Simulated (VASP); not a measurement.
Input of a VASP 6.6.1 run:

Contents of INCAR:

```
PREC = Accurate ; ENCUT = 560
EDIFF = 1E-6 ; ISMEAR = -1
SIGMA = 0.1 ; LREAL = F
LASPH = T ; NELM = 120
ALGO = Normal ; ISIF = 2
LWAVE = F ; LCHARG = F
NBANDS = 24 ; GGA_COMPAT = F
```

File KPOINTS:

```
regular mesh
0
Gamma
  15 15 8
```

File POSCAR:

```
Ir
1.0
    2.6687347388      0.0000000000      0.0000000000
   -1.3343673694      2.3111920797      0.0000000000
    0.0000000000      0.0000000000      4.3317088729
Ir
2
Direct
    0.3333333333      0.6666666667      0.2500000000
    0.6666666667      0.3333333333      0.7500000000
```

Potentials or basis: VASP PAW LDA potentials, release 64 (Ir_sv_GW).

The run is started by

```console
$ cat potpaw_LDA.64/Ir_sv_GW/POTCAR > POTCAR
$ mpirun -np 1 vasp_std > vasp.out
```

Predict the band gap on the k mesh.

zero (bands 17 and 18 overlap by 3.61 eV).

What does it give for the pressure?

17.6 GPa.

Caveat: the cell stands under pressure; spin-orbit coupling is left out, which moves the levels of the heavy elements.
